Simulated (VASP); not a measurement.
# SnO2 (P6_3/mmc) in VASP: further runs

Runs on SnO2. Level: PBE+D3(BJ). Tasks: single point.

All numbers are computed with VASP 6.6.1; they aren't measurements. Logs are shortened: lines on timing, memory, paths and dates and some standing lists are left out, and cuts for length are marked.

## Step 1: The cell of the first run

Symmetry: P6_3/mmc, No. 194, hexagonal system. The conventional cell has a = 3.041 Å, b = 3.041 Å, c = 10.601 Å, α = 90.00°, β = 90.00°, γ = 120.00°. Within 2.7 Å of Sn (site symmetry -3m) lie 6 O at 2.04 Å. Within 2.8 Å of O (site symmetry 3m) lie 3 Sn at 2.04 Å and 3 O at 2.72 Å.

## Step 2: Single point, PBE+D3(BJ) (14.15 Å³/atom)

INCAR

```
SYSTEM = SnO2
ALGO     = Normal         ! electronic algorithm
EDIFF    = 1E-6           ! SCF threshold, eV
ENCUT    = 520            ! plane-wave cutoff, eV
GGA      = PE             ! functional
ISIF     = 2              ! what is computed and relaxed
ISMEAR   = 0              ! smearing method
IVDW     = 12             ! dispersion correction
LASPH    = .TRUE.         ! aspherical terms in the spheres
LCHARG   = .FALSE.        ! write CHGCAR
LREAL    = .FALSE.        ! projectors in reciprocal space
LWAVE    = .FALSE.        ! write WAVECAR
NBANDS   = 35             ! bands
NELM     = 60             ! most SCF steps
PREC     = Accurate       ! precision mode
SIGMA    = 0.05           ! smearing width, eV
```

KPOINTS

```
k-points
0
G
  12 12 4
  0 0 0
```

POSCAR

```
SnO2
1.0
    3.0408130292      0.0000000000      0.0000000000
   -1.5204065146      2.6334213315      0.0000000000
    0.0000000000      0.0000000000     10.6014905451
Sn O
2 4
Direct
    0.0000000000      0.0000000000      0.5000000000
    0.0000000000      0.0000000000      0.0000000000
    0.6666666667      0.3333333333      0.4017901367
    0.6666666667      0.3333333333      0.0982098633
    0.3333333333      0.6666666667      0.5982098633
    0.3333333333      0.6666666667      0.9017901367
```

Potentials or basis: VASP PAW PBE potentials, release 64 (Sn_d, O).

The run is started by

```sh
cat potpaw_PBE.64/Sn_d/POTCAR potpaw_PBE.64/O/POTCAR > POTCAR
mpirun -np 1 vasp_std > vasp.out
```

OUTCAR:

```text
SYSTEM = SnO2
   EDIFF = 1E-6
   ENCUT = 520
   GGA = PE
   ISIF = 2
   ISMEAR = 0
   IVDW = 12
   LASPH = .TRUE.
   LREAL = .FALSE.
   NELM = 60
   PREC = Accurate
 IVDW          = 12

 ion  position               nearest neighbor table
   1  0.000  0.000  0.500-   3 2.04   5 2.04   3 2.04   5 2.04   3 2.04   5 2.04
   2  0.000  0.000  0.000-   4 2.04   6 2.04   4 2.04   6 2.04   4 2.04   6 2.04
   3  0.667  0.333  0.402-   1 2.04   1 2.04   1 2.04
   4  0.667  0.333  0.098-   2 2.04   2 2.04   2 2.04
   5  0.333  0.667  0.598-   1 2.04   1 2.04   1 2.04
   6  0.333  0.667  0.902-   2 2.04   2 2.04   2 2.04

  LATTYP: Found a hexagonal cell.
 ALAT       =     3.0408130292
 C/A-ratio  =     3.4864000000

  Lattice vectors:

 A1 = (   3.0408130292,   0.0000000000,   0.0000000000)
 A2 = (  -1.5204065146,   2.6334213315,   0.0000000000)
 A3 = (   0.0000000000,   0.0000000000,  10.6014905451)

Analysis of symmetry for initial positions (statically):
=====================================================================
 Subroutine PRICEL returns:
 Original cell was already a primitive cell.

 Routine SETGRP: Setting up the symmetry group for a
 hexagonal supercell.

 Subroutine GETGRP returns: Found 24 space group operations
 (whereof 12 operations were pure point group operations)
 out of a pool of 24 trial point group operations.

The static configuration has the point symmetry D_3d.
 The point group associated with its full space group is D_6h.

Analysis of symmetry for dynamics (positions and initial velocities):
=====================================================================
 Subroutine PRICEL returns:
 Original cell was already a primitive cell.

 Routine SETGRP: Setting up the symmetry group for a
 hexagonal supercell.

 Subroutine GETGRP returns: Found 24 space group operations
 (whereof 12 operations were pure point group operations)
 out of a pool of 24 trial point group operations.

The dynamic configuration has the point symmetry D_3d.
 The point group associated with its full space group is D_6h.

 Subroutine INISYM returns: Found 24 space group operations
 (whereof 12 operations are pure point group operations),
 and found     1 'primitive' translations

----------------------------------------------------------------------------------------

                                     Primitive cell

  volume of cell :      84.8940

  direct lattice vectors                    reciprocal lattice vectors
     3.040813029  0.000000000  0.000000000     0.328859417  0.189867073  0.000000000
    -1.520406515  2.633421332  0.000000000     0.000000000  0.379734146  0.000000000
     0.000000000  0.000000000 10.601490545     0.000000000  0.000000000  0.094326359

  length of vectors
     3.040813029  3.040813029 10.601490545     0.379734146  0.379734146  0.094326359

  position of ions in fractional coordinates (direct lattice)
     0.000000000  0.000000000  0.500000000
     0.000000000  0.000000000  0.000000000
     0.666666667  0.333333333  0.401790137
     0.666666667  0.333333333  0.098209863
     0.333333333  0.666666667  0.598209863
     0.333333333  0.666666667  0.901790137

  ion indices of the primitive-cell ions
   primitive index   ion index
                 1           1
                 2           2
                 3           3
                 4           4
                 5           5
                 6           6

----------------------------------------------------------------------------------------

 KPOINTS: k-points

Automatic generation of k-mesh.
 Grid dimensions read from file:
 generate k-points for:   12   12    4

 Generating k-lattice:

  Cartesian coordinates                     Fractional coordinates (reciprocal lattice)
     0.027404951  0.015822256  0.000000000     0.083333333  0.000000000  0.000000000
     0.000000000  0.031644512  0.000000000     0.000000000  0.083333333  0.000000000
     0.000000000  0.000000000  0.023581590     0.000000000  0.000000000  0.250000000

  Length of vectors
     0.031644512  0.031644512  0.023581590

  Shift w.r.t. Gamma in fractional coordinates (k-lattice)
     0.000000000  0.000000000  0.000000000

 Subroutine IBZKPT returns following result:
 ===========================================

 Found     57 irreducible k-points:

 Following reciprocal coordinates:
            Coordinates               Weight
  0.000000  0.000000  0.000000      1.000000
  0.083333  0.000000  0.000000      6.000000
  0.166667  0.000000  0.000000      6.000000
  0.250000  0.000000  0.000000      6.000000
  0.333333 -0.000000  0.000000      6.000000
  0.416667  0.000000  0.000000      6.000000
[... 16 lines left out ...]
  0.250000  0.000000  0.250000     12.000000
  0.333333 -0.000000  0.250000     12.000000
 [... further k-points ...]
   k-points           NKPTS =     57   k-points in BZ     NKDIM =     57   number of bands    NBANDS=     35
   number of dos      NEDOS =    301   number of ions     NIONS =      6
   total plane-waves  NPLWV =  46080
   dimension x,y,z NGX =    24 NGY =   24 NGZ =   80
   dimension x,y,z NGXF=    48 NGYF=   48 NGZF=  160
   ions per type =               2   4
   NGX,Y,Z   is equivalent  to a cutoff of  13.12, 13.12, 12.55 a.u.
   NGXF,Y,Z  is equivalent  to a cutoff of  26.24, 26.24, 25.09 a.u.
 SYSTEM =  SnO2
   PREC   = accura    normal or accurate (medium, high low for compatibility)
   ISTART =      0    job   : 0-new  1-cont  2-samecut
   ICHARG =      2    charge: 1-file 2-atom 10-const
   ISPIN  =      1    spin polarized calculation?
   LNONCOLLINEAR =      F non collinear calculations
   LSORBIT =      F    spin-orbit coupling
   LASPH  =      T    aspherical Exc in radial PAW
   ENCUT  =  520.0 eV  38.22 Ry    6.18 a.u.   5.65  5.65 19.71*2*pi/ulx,y,z
   NELM   =     60;   NELMIN=  2; NELMDL= -5     # of ELM steps
   EDIFF  = 0.1E-05   stopping-criterion for ELM
   LREAL  =      F    real-space projection
   EDIFFG = 0.1E-04   stopping-criterion for IOM
   NSW    =      0    number of steps for IOM
   IBRION =     -1    ionic relax: 0-MD 1-quasi-New 2-CG
   NFREE  =      0    steps in history (QN), initial steepest desc. (CG)
   ISIF   =      2    stress and relaxation
   ISYM   =      2    0-nonsym 1-usesym 2-fastsym
   POTIM  = 0.5000    time-step for ionic-motion
   TEBEG  =    0.0;   TEEND  =   0.0 temperature during run
   PSTRESS=    0.0 pullay stress
   NELECT =      52.0000    total number of electrons
   NUPDOWN=      -1.0000    fix difference up-down
   EMIN   =  10.00;   EMAX   =-10.00  energy-range for DOS
   EFERMI =   0.00;   METHOD = LEGACY
   ISMEAR =     0;   SIGMA  =   0.05  broadening in eV -4-tet -1-fermi 0-gaus
   EFERMI_NEDOS =   21; number of points for ismear=-14 and -15
   IALGO  =     38    algorithm
   IMIX   =      4    mixing-type and parameters
     AMIX     =   0.40;   BMIX     =  1.00
     AMIX_MAG =   1.60;   BMIX_MAG =  1.00
  volume/ion in A,a.u.               =      14.15        95.48
  Fermi-wavevector in a.u.,A,eV,Ry     =   1.390327  2.627337 26.300185  1.933009
  Thomas-Fermi vector in A             =   2.514273
   LORBIT       =      0    0 simple, 1 ext, 2 COOP (PROOUT), +10 PAW based schemes
   GGA     = PE    functional components
   LHFCALC =     F    Hartree Fock is set to
   AEXX    =    0.0000 exact exchange contribution
   IVDW    =    12    specifies the selected vdW correction
   LEPSILON=     F    determine dielectric tensor
   LRPA    =     F    only Hartree local field effects (RPA)
 non-spin polarized calculation
 Gauss-broadening in eV      SIGMA  =   0.05
  energy-cutoff  :      520.00
  volume of cell :       84.89
 maximum number of plane-waves:      2307
 NGX is ok and might be reduce to    24
   NGX = 11   NGY = 11   NGZ = 39

 number of electron      52.0000001 magnetization

 Free energy of the ion-electron system (eV)
  ---------------------------------------------------
  ext. energy  EPLUGINS =         0.00000000
  ---------------------------------------------------
  free energy    TOTEN  =       -35.46761001 eV

  energy without entropy =      -35.46761001  energy(sigma->0) =      -35.46761001

 E-fermi :   3.4301     XC(G=0):  -9.8481

 val. band max:        3.1998798931   @ k =   0.2500   0.2500   0.0000
 cond. band min:       6.3804561867   @ k =   0.0000   0.0000   0.0000
 fundamental gap:      3.1805762936
 Fermi energy:         3.4301400479

 k-point     1 :       0.0000    0.0000    0.0000
  band No.  band energies     occupation
      1     -16.8722      2.00000
      2     -16.8676      2.00000
      3     -16.4453      2.00000
      4     -16.4453      2.00000
      5     -16.4452      2.00000
      6     -16.4452      2.00000
[... 27 lines left out ...]
     34      16.0608      0.00000
     35      16.1146      0.00000

 k-point     2 :       0.0833    0.0000    0.0000
  band No.  band energies     occupation
      1     -16.8144      2.00000
      2     -16.8103      2.00000
      3     -16.5387      2.00000
      4     -16.5376      2.00000
      5     -16.4188      2.00000
      6     -16.4188      2.00000
[... 27 lines left out ...]
     34      15.6850      0.00000
     35      16.1980      0.00000

 k-point     3 :       0.1667    0.0000    0.0000
  band No.  band energies     occupation
      1     -16.8673      2.00000
      2     -16.8639      2.00000
      3     -16.5845      2.00000
      4     -16.5819      2.00000
      5     -16.3495      2.00000
      6     -16.3495      2.00000
[... 27 lines left out ...]
     34      15.2697      0.00000
     35      16.5843      0.00000
[... 723 lines left out ...]
 k-point    23 :       0.2500    0.0000    0.2500
  band No.  band energies     occupation
      1     -17.1746      2.00000
      2     -17.1716      2.00000
      3     -16.4011      2.00000
      4     -16.4001      2.00000
      5     -16.2720      2.00000
      6     -16.2719      2.00000
[... 27 lines left out ...]
     34      15.0944      0.00000
     35      16.8967      0.00000

 k-point    24 :       0.3333   -0.0000    0.2500
  band No.  band energies     occupation
      1     -17.4473      2.00000
      2     -17.4442      2.00000
      3     -16.3444      2.00000
      4     -16.3438      2.00000
      5     -16.2351      2.00000
      6     -16.2350      2.00000
[... 27 lines left out ...]
     34      15.3475      0.00000
     35      16.4478      0.00000

 [... further k-points ...]

------------------------ aborting loop because EDIFF is reached ----------------------------------------

 Edisp (eV)   -1.07802

 E8    (eV) :    -0.4222

  FORCE on cell =-STRESS in cart. coord.  units (eV):
  Direction    XX          YY          ZZ          XY          YZ          ZX
  --------------------------------------------------------------------------------------
  -------------------------------------------------------------------------------------
  Total      14.47552    14.47552     3.73540     0.00000    -0.00000     0.00000
  in kB     273.19191   273.19191    70.49696     0.00000    -0.00000     0.00000
  external pressure =      205.63 kB  Pullay stress =        0.00 kB

 VOLUME and BASIS-vectors are now :
 -----------------------------------------------------------------------------
  energy-cutoff  :      520.00
  volume of cell :       84.89
      direct lattice vectors                 reciprocal lattice vectors
     3.040813029  0.000000000  0.000000000     0.328859417  0.189867073  0.000000000
    -1.520406515  2.633421332  0.000000000     0.000000000  0.379734146  0.000000000
     0.000000000  0.000000000 10.601490545     0.000000000  0.000000000  0.094326359

 POSITION                                       TOTAL-FORCE (eV/Angst)
 -----------------------------------------------------------------------------------
      0.00000      0.00000      5.30075         0.000000     -0.000000      0.000000
      0.00000      0.00000      0.00000         0.000000     -0.000000      0.000000
      1.52041      0.87781      4.25957         0.000000      0.000000     -1.021263
      1.52041      0.87781      1.04117         0.000000      0.000000      1.021263
     -0.00000      1.75561      6.34192        -0.000000     -0.000000      1.021263
     -0.00000      1.75561      9.56032        -0.000000     -0.000000     -1.021263
 -----------------------------------------------------------------------------------
    total drift:                               -0.000000      0.000000      0.000000

  FREE ENERGIE OF THE ION-ELECTRON SYSTEM (eV)
  ---------------------------------------------------
  free  energy   TOTEN  =       -36.5456328886 eV

  energy  without entropy=      -36.5456328886  energy(sigma->0) =      -36.54563289
```

It took 84 s on 1 thread of Intel Xeon 6975P-C (Granite Rapids), shared host; peak memory 0.29 GiB.

What came out:

| Item | Value |
| --- | --- |
| Free energy | -36.5456 eV |
| Pressure | 20.6 GPa |
| Largest force | 1.021 eV/Å |
| Band gap on the k mesh | 3.18 eV (least direct gap 3.72 eV) |
| Dispersion energy per atom | -0.180 eV |

Forces in eV/Å, atoms in the order of the input:
```
Sn   0.000  0.000  0.000
Sn   0.000  0.000  0.000
O    0.000  0.000 -1.021
O    0.000  0.000  1.021
O    0.000  0.000  1.021
O    0.000  0.000 -1.021
```

Levels at points of the mesh, in eV from the valence-band top:
```csv
k point,band 22,band 23,band 24,band 25,band 26,band 27,band 28,band 29,band 30,band 31
"(0.00, 0.00, 0.00)",-0.57,-0.57,-0.55,-0.55,-0.54,3.18,4.00,6.30,6.61,10.76
"(0.50, 0.00, 0.00)",-1.46,-0.48,-0.42,-0.38,-0.04,6.40,6.61,7.62,8.22,11.30
"(0.00, 0.00, 0.50)",-0.90,-0.56,-0.56,-0.56,-0.56,3.59,3.59,6.47,6.47,10.96
"(0.50, 0.00, 0.50)",-1.65,-0.40,-0.40,-0.24,-0.24,6.50,6.50,7.91,7.91,11.44
```

Caveat: the cell stands under pressure; spin-orbit coupling is left out, which moves the levels of the heavy elements; forces of over 1 eV/Å act on the atoms, so gaps and moduli don't describe the material at rest. A k mesh can miss the band edges.

## Step 3: Single point, PBE+D3(BJ) (14.15 Å³/atom)

INCAR

```
PREC = Accurate
ENCUT = 520
EDIFF = 1E-6
ISMEAR = 0
SIGMA = 0.05
LREAL = F
LASPH = T
NELM = 60
ALGO = Normal
ISIF = 2
LWAVE = F
LCHARG = F
GGA = PE
IVDW = 12
NBANDS = 35
```

KPOINTS

```
Automatic mesh
0
Gamma
  12 12 4
```

POSCAR, as its differences from that of step 2:

```diff
@@ -2,5 +2,5 @@
 1.0
-    3.0408130292      0.0000000000      0.0000000000
-   -1.5204065146      2.6334213315      0.0000000000
-    0.0000000000      0.0000000000     10.6014905451
+    3.0817195710      0.0000000000      0.0000000000
+   -1.5408597855      2.6688474358      0.0000000000
+    0.0000000000      0.0000000000     10.3219115309
 Sn O
```

Potentials or basis: VASP PAW PBE potentials, release 64 (Sn_d, O).

The run is started by

```sh
cat potpaw_PBE.64/Sn_d/POTCAR potpaw_PBE.64/O/POTCAR > POTCAR
mpirun -np 1 vasp_std > vasp.out
```

Run time: 98 s. Hardware: 1 thread of Intel Xeon 6975P-C (Granite Rapids), shared host; peak memory 0.29 GiB.

Results (log left out):

| Property | Result |
| --- | --- |
| Free energy | -36.7920 eV |
| Pressure | 17.5 GPa |
| Largest force | 1.085 eV/Å |
| Band gap on the k mesh | 2.91 eV (least direct gap 3.42 eV) |
| Dispersion energy per atom | -0.180 eV |

Forces on the atoms (eV/Å):
```
Sn   0.000  0.000  0.000
Sn   0.000  0.000  0.000
O    0.000  0.000 -1.085
O    0.000  0.000  1.085
O    0.000  0.000  1.085
O    0.000  0.000 -1.085
```

Stress tensor (GPa, compression positive):
```
22.40  0.00  0.00
 0.00 22.40  0.00
 0.00  0.00  7.84
```

Levels at points of the mesh, in eV from the valence-band top:
| k point | band 22 | band 23 | band 24 | band 25 | band 26 | band 27 | band 28 | band 29 | band 30 | band 31 |
| --- | --- | --- | --- | --- | --- | --- | --- | --- | --- | --- |
| (0.00, 0.00, 0.00) | -0.76 | -0.76 | -0.72 | -0.72 | -0.52 | 2.91 | 3.81 | 6.07 | 6.46 | 10.86 |
| (0.50, 0.00, 0.00) | -1.38 | -0.58 | -0.52 | -0.46 | -0.06 | 6.18 | 6.40 | 7.50 | 8.22 | 10.86 |
| (0.00, 0.00, 0.50) | -0.93 | -0.74 | -0.74 | -0.74 | -0.74 | 3.36 | 3.36 | 6.28 | 6.28 | 11.02 |
| (0.50, 0.00, 0.50) | -1.61 | -0.49 | -0.49 | -0.29 | -0.29 | 6.29 | 6.29 | 7.84 | 7.84 | 11.03 |

Caveat: the cell stands under pressure; spin-orbit coupling is left out, which moves the levels of the heavy elements; forces of over 1 eV/Å act on the atoms, so gaps and moduli don't describe the material at rest.
